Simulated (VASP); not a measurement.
# Sc2B2O7 (P1) in VASP: single point with r2SCAN

Aim: the single point of Sc2B2O7 with r2SCAN.

Everything below comes from runs of VASP 6.6.1. Logs are shortened: lines on timing, memory, paths and dates and some standing lists are left out, and cuts for length are marked.

**1. The cell of the first run**

The typed cell holds 11 atoms: a = 5.109 Å, b = 5.115 Å, c = 4.449 Å, α = 79.21°, β = 85.70°, γ = 104.44°.

**2. Single point, r2SCAN**

The input, POSCAR:

```
Sc2B2O7
1.0
    3.1284499200      4.0351136100      0.1736746900
    3.1350495600     -4.0401584100     -0.1191608900
    0.9897137100     -0.1583744900     -4.3348357800
Sc B O
2 2 7
Direct
    0.3136930000      0.7076760000      0.4596420000
    0.6902490000      0.3003240000      0.5115350000
    0.2083910000      0.2163070000      0.0922230000
    0.7891660000      0.7773160000      0.9330940000
    0.9826810000      0.0420240000      0.9441220000
    0.4131460000      0.4075050000      0.7577880000
    0.6071240000      0.5869380000      0.2005480000
    0.3870190000      0.1184130000      0.2778360000
    0.9001440000      0.6172380000      0.7198970000
    0.5956610000      0.8908240000      0.7273020000
    0.0886610000      0.3727950000      0.2779160000
```

The input, INCAR.step1:

```
PREC = Accurate
ENCUT = 520
ISMEAR = -5
SIGMA = 0.0801
LREAL = F
LASPH = T
NELM = 100
LMAXMIX = 4
GGA = PE
ALGO = Normal
EDIFF = 1E-4
LWAVE = T
LCHARG = F
```

The input, INCAR.step2:

```
PREC = Accurate
ENCUT = 520
EDIFF = 1E-6
ISMEAR = -1
SIGMA = 0.0801
LREAL = F
LASPH = T
NELM = 100
ALGO = Normal
ISIF = 2
LWAVE = F
LCHARG = F
LMAXMIX = 4
METAGGA = R2SCAN
LMIXTAU = T
LORBIT = 10
ISTART = 1
```

The input, KPOINTS:

```
Automatic mesh
0
Gamma
  4 4 4
  0.5 0.5 0
```

Potentials or basis: VASP PAW PBE potentials, release 64 (Sc_sv, B, O).

Launch:

```
$ cat potpaw_PBE.64/Sc_sv/POTCAR potpaw_PBE.64/B/POTCAR potpaw_PBE.64/O/POTCAR > POTCAR
$ cp INCAR.step1 INCAR
$ mpirun -np 1 vasp_std > vasp.out
$ cp INCAR.step2 INCAR
$ mpirun -np 1 vasp_std > vasp.out
```

OUTCAR:

```text
PREC = Accurate
   ENCUT = 520
   EDIFF = 1E-6
   ISMEAR = -1
   LREAL = F
   LASPH = T
   NELM = 100
   ISIF = 2
   METAGGA = R2SCAN
   LORBIT = 10
   ISTART = 1

 ion  position               nearest neighbor table
   1  0.314  0.708  0.460-   6 2.03   8 2.03  10 2.09   7 2.10  11 2.14   9 2.23   2 3.16   2 3.22
                             2 3.31
   2  0.690  0.300  0.512-   7 1.97   6 1.97  10 2.05   8 2.06   9 2.12  11 2.13   1 3.16   1 3.22
                             1 3.31
   3  0.208  0.216  0.092-   8 1.40  11 1.45   5 1.54   6 1.73
   4  0.789  0.777  0.933-   5 1.48   7 1.48   9 1.53  10 1.54
   5  0.983  0.042  0.944-   4 1.48   3 1.54
   6  0.413  0.408  0.758-   3 1.73   2 1.97   1 2.03
   7  0.607  0.587  0.201-   4 1.48   2 1.97   1 2.10
   8  0.387  0.118  0.278-   3 1.40   1 2.03   2 2.06
   9  0.900  0.617  0.720-   4 1.53   2 2.12   1 2.23
  10  0.596  0.891  0.727-   4 1.54   2 2.05   1 2.09
  11  0.089  0.373  0.278-   3 1.45   2 2.13   1 2.14

  LATTYP: Found a triclinic cell.
 ALAT       =     5.1152336251
 B/A-ratio  =     1.4429485004
 C/A-ratio  =     1.3417064312
 COS(alpha) =     0.0307797609
 COS(beta)  =     0.4384097614
 COS(gamma) =     0.8058351422

  Lattice vectors:

 A1 = (   3.1350495600,  -4.0401584100,  -0.1191608900)
 A2 = (   4.1247632700,  -4.1985329000,  -4.4539966700)
 A3 = (   5.2737857700,   0.1533296900,   4.3893495800)

Analysis of symmetry for initial positions (statically):
=====================================================================
 Subroutine PRICEL returns:
 Original cell was already a primitive cell.

 Routine SETGRP: Setting up the symmetry group for a
 triclinic supercell.

 Subroutine GETGRP returns: Found  1 space group operations
 (whereof  1 operations were pure point group operations)
 out of a pool of  2 trial point group operations.

The static configuration has the point symmetry C_1 .

Analysis of symmetry for dynamics (positions and initial velocities):
=====================================================================
 Subroutine PRICEL returns:
 Original cell was already a primitive cell.

 Routine SETGRP: Setting up the symmetry group for a
 triclinic supercell.

 Subroutine GETGRP returns: Found  1 space group operations
 (whereof  1 operations were pure point group operations)
 out of a pool of  2 trial point group operations.

The dynamic configuration has the point symmetry C_1 .

 Subroutine INISYM returns: Found  1 space group operations
 (whereof  1 operations are pure point group operations),
 and found     1 'primitive' translations

----------------------------------------------------------------------------------------

                                     Primitive cell

  volume of cell :     109.7001

  direct lattice vectors                    reciprocal lattice vectors
     3.128449920  4.035113610  0.173674690     0.159476221  0.122807496  0.031924215
     3.135049560 -4.040158410 -0.119160890     0.159198172 -0.125188671  0.040921344
     0.989713710 -0.158374490 -4.334835780     0.002013176  0.008361596 -0.230535099

  length of vectors
     5.108767331  5.115233625  4.449204080     0.203797698  0.206617564  0.230695473

  position of ions in fractional coordinates (direct lattice)
     0.313693000  0.707676000  0.459642000
     0.690249000  0.300324000  0.511535000
     0.208391000  0.216307000  0.092223000
     0.789166000  0.777316000  0.933094000
     0.982681000  0.042024000  0.944122000
     0.413146000  0.407505000  0.757788000
     0.607124000  0.586938000  0.200548000
     0.387019000  0.118413000  0.277836000
     0.900144000  0.617238000  0.719897000
     0.595661000  0.890824000  0.727302000
     0.088661000  0.372795000  0.277916000

  ion indices of the primitive-cell ions
   primitive index   ion index
                 1           1
                 2           2
                 3           3
                 4           4
                 5           5
                 6           6
                 7           7
                 8           8
                 9           9
                10          10
                11          11

----------------------------------------------------------------------------------------

 KPOINTS: Automatic mesh

Automatic generation of k-mesh.
 Grid dimensions read from file:
 generate k-points for:    4    4    4

 Generating k-lattice:

  Cartesian coordinates                     Fractional coordinates (reciprocal lattice)
     0.039869055  0.030701874  0.007981054     0.250000000  0.000000000  0.000000000
     0.039799543 -0.031297168  0.010230336    -0.000000000  0.250000000 -0.000000000
     0.000503294  0.002090399 -0.057633775     0.000000000  0.000000000  0.250000000

  Length of vectors
     0.050949425  0.051654391  0.057673868

  Shift w.r.t. Gamma in fractional coordinates (k-lattice)
     0.500000000  0.500000000  0.000000000

 Subroutine IBZKPT returns following result:
 ===========================================

 Found     32 irreducible k-points:

 Following reciprocal coordinates:
            Coordinates               Weight
  0.125000  0.125000  0.000000      2.000000
  0.375000  0.125000 -0.000000      2.000000
 -0.375000  0.125000  0.000000      2.000000
 -0.125000  0.125000  0.000000      2.000000
  0.125000  0.375000  0.000000      2.000000
  0.375000  0.375000  0.000000      2.000000
[... 16 lines left out ...]
 -0.375000 -0.125000  0.250000      2.000000
 -0.125000 -0.125000  0.250000      2.000000
 [... further k-points ...]
   k-points           NKPTS =     32   k-points in BZ     NKDIM =     32   number of bands    NBANDS=     42
   number of dos      NEDOS =    301   number of ions     NIONS =     11
   total plane-waves  NPLWV =  57600
   dimension x,y,z NGX =    40 NGY =   40 NGZ =   36
   dimension x,y,z NGXF=    80 NGYF=   80 NGZF=   72
   ions per type =               2   2   7
   NGX,Y,Z   is equivalent  to a cutoff of  13.02, 13.00, 13.45 a.u.
   NGXF,Y,Z  is equivalent  to a cutoff of  26.03, 26.00, 26.90 a.u.
 SYSTEM =  unknown system
   PREC   = accura    normal or accurate (medium, high low for compatibility)
   ISTART =      1    job   : 0-new  1-cont  2-samecut
   ICHARG =      0    charge: 1-file 2-atom 10-const
   ISPIN  =      1    spin polarized calculation?
   LNONCOLLINEAR =      F non collinear calculations
   LSORBIT =      F    spin-orbit coupling
   LASPH  =      T    aspherical Exc in radial PAW
   ENCUT  =  520.0 eV  38.22 Ry    6.18 a.u.   9.50  9.51  8.27*2*pi/ulx,y,z
   NELM   =    100;   NELMIN=  2; NELMDL=  0     # of ELM steps
   EDIFF  = 0.1E-05   stopping-criterion for ELM
   LREAL  =      F    real-space projection
   EDIFFG = 0.1E-04   stopping-criterion for IOM
   NSW    =      0    number of steps for IOM
   IBRION =     -1    ionic relax: 0-MD 1-quasi-New 2-CG
   NFREE  =      0    steps in history (QN), initial steepest desc. (CG)
   ISIF   =      2    stress and relaxation
   ISYM   =      2    0-nonsym 1-usesym 2-fastsym
   POTIM  = 0.5000    time-step for ionic-motion
   TEBEG  =    0.0;   TEEND  =   0.0 temperature during run
   PSTRESS=    0.0 pullay stress
   NELECT =      70.0000    total number of electrons
   NUPDOWN=      -1.0000    fix difference up-down
   EMIN   =  10.00;   EMAX   =-10.00  energy-range for DOS
   EFERMI =   0.00;   METHOD = LEGACY
   ISMEAR =    -1;   SIGMA  =   0.08  broadening in eV -4-tet -1-fermi 0-gaus
   EFERMI_NEDOS =   21; number of points for ismear=-14 and -15
   IALGO  =     38    algorithm
   IMIX   =      4    mixing-type and parameters
     AMIX     =   0.40;   BMIX     =  1.00
     AMIX_MAG =   1.60;   BMIX_MAG =  1.00
  volume/ion in A,a.u.               =       9.97        67.30
  Fermi-wavevector in a.u.,A,eV,Ry     =   1.409414  2.663406 27.027260  1.986448
  Thomas-Fermi vector in A             =   2.531472
   LORBIT       =     10    0 simple, 1 ext, 2 COOP (PROOUT), +10 PAW based schemes
   METAGGA = R2SCAN    functional components
   LHFCALC =     F    Hartree Fock is set to
   AEXX    =    0.0000 exact exchange contribution
   IVDW    =     0    specifies the selected vdW correction
   LEPSILON=     F    determine dielectric tensor
   LRPA    =     F    only Hartree local field effects (RPA)
 non-spin polarized calculation
  energy-cutoff  :      520.00
  volume of cell :      109.70
 maximum number of plane-waves:      2966
 NGX is ok and might be reduce to    40

 number of electron      69.9999992 magnetization

 Free energy of the ion-electron system (eV)
  ---------------------------------------------------
  ext. energy  EPLUGINS =         0.00000000
  ---------------------------------------------------
  free energy    TOTEN  =      -106.78263852 eV

  energy without entropy =     -106.59598565  energy(sigma->0) =     -106.68931208

 E-fermi :   1.7849     XC(G=0): -11.4716

 val. band max:        1.7783747698   @ k =   0.1250  -0.1250   0.2500
 cond. band min:       1.7872806165   @ k =   0.1250   0.1250   0.2500
 fundamental gap:      0.0089058467
 Fermi energy:         1.7849403035

 k-point     1 :       0.1250    0.1250    0.0000
  band No.  band energies     occupation
      1     -47.3747      2.00000
      2     -46.8525      2.00000
      3     -25.2950      2.00000
      4     -25.1997      2.00000
      5     -25.1401      2.00000
      6     -24.7437      2.00000
[... 34 lines left out ...]
     41       8.2711      0.00000
     42       8.7048      0.00000
[... 994 lines left out ...]
      2     -46.8523      2.00000
      3     -25.2979      2.00000
      4     -25.1996      2.00000
      5     -25.1490      2.00000
      6     -24.7420      2.00000
[... 34 lines left out ...]
     41       8.2701      0.00000
     42       8.5635      0.00000

 [... further k-points ...]
[... 5 lines left out ...]
  --------------------------------------------------------------------------------------
  -------------------------------------------------------------------------------------
  Total       -0.1816354      6.4084698     -1.9300428     -2.0676607     -4.0751001      0.3820631
  in kB       -2.6527989     93.5961656    -28.1884147    -30.1983345    -59.5171319      5.5800594
  external PRESSURE =      20.9183173 kB  Pullay stress =       0.0000000 kB

 VOLUME and BASIS-vectors are now :
 -----------------------------------------------------------------------------
  energy-cutoff  :      520.00
  volume of cell :      109.70
      direct lattice vectors                 reciprocal lattice vectors
     3.128449920  4.035113610  0.173674690     0.159476221  0.122807496  0.031924215
     3.135049560 -4.040158410 -0.119160890     0.159198172 -0.125188671  0.040921344
     0.989713710 -0.158374490 -4.334835780     0.002013176  0.008361596 -0.230535099

 POSITION                                       TOTAL-FORCE (eV/Angst)
 -----------------------------------------------------------------------------------
      3.65489     -1.66613     -2.02232        -0.840388     -0.234802     -0.368951
      3.60721      1.49086     -2.13333         0.776272      2.146394     -0.442675
      1.42135     -0.04764     -0.38935        -0.073936     -1.335186      0.923440
      5.82929     -0.10388     -4.00038        -1.265013     -0.668804      2.057429
      4.14043      3.64592     -3.92695         1.185590      1.080038     -1.457931
      3.32005     -0.09931     -3.26169        -2.695366     -1.188662     -3.205283
      3.93792      0.04673     -0.83384         3.623467     -0.966878      1.851564
      1.85698      1.03926     -1.15127        -2.187678      1.311739      0.764609
      5.46362      1.02443     -3.03785         1.723386      0.211610     -0.764091
      5.37609     -1.31070     -3.15543        -0.059861      0.256082     -0.451452
      1.72116     -1.19241     -1.23374        -0.186474     -0.611531      1.093339
 -----------------------------------------------------------------------------------
    total drift:                               -0.002369     -0.002294     -0.000822

  FREE ENERGIE OF THE ION-ELECTRON SYSTEM (eV)
  ---------------------------------------------------
  free  energy   TOTEN  =      -106.7826385219 eV

  energy  without entropy=     -106.5959856451  energy(sigma->0) =     -106.68931208

 total charge

# of ion       s       p       d       tot
------------------------------------------
    1        2.199   6.245   1.024   9.469
    2        2.219   6.289   1.119   9.627
    3        0.634   1.206   0.000   1.840
    4        0.630   1.210   0.000   1.840
    5        1.559   3.560   0.000   5.118
    6        1.591   3.442   0.000   5.033
    7        1.580   3.574   0.000   5.154
    8        1.576   3.630   0.000   5.206
    9        1.572   3.486   0.000   5.058
   10        1.579   3.520   0.000   5.099
   11        1.570   3.556   0.000   5.126
--------------------------------------------------
tot         16.709  39.719   2.143  58.571
```

Wall time 11 min (1 thread of AMD EPYC 7R13 (Zen 3), shared host); peak memory 0.28 GiB.

Results:

| Property | Result |
| --- | --- |
| Free energy | -106.7826 eV |
| Pressure | 2.1 GPa |
| Largest force | 4.353 eV/Å |
| Band gap on the k mesh | zero (band 35 reaches 1.86 eV, above the bottom of band 36 at 1.76 eV) |
| Valence electrons inside the program's atomic spheres | Sc 9.47, 9.63; B 1.84; O 5.12, 5.03, 5.15, 5.21, 5.06, 5.10, 5.13 |

Forces on the atoms (eV/Å):
```
Sc  -0.840 -0.235 -0.369
Sc   0.776  2.146 -0.443
B   -0.074 -1.335  0.923
B   -1.265 -0.669  2.057
O    1.186  1.080 -1.458
O   -2.695 -1.189 -3.205
O    3.623 -0.967  1.852
O   -2.188  1.312  0.765
O    1.723  0.212 -0.764
O   -0.060  0.256 -0.451
O   -0.186 -0.612  1.093
```

Levels at points of the mesh, in eV from the Fermi level:
| k point | band 33 | band 34 | band 35 | band 36 | band 37 | band 38 |
| --- | --- | --- | --- | --- | --- | --- |
| (0.12, 0.12, 0.00) | -0.43 | -0.31 | 0.01 | 0.13 | 5.53 | 5.85 |

Caveat: the k points lie up to 0.36 Å⁻¹ apart; the PAW data sets were made with another functional, which shifts forces and pressure a little.
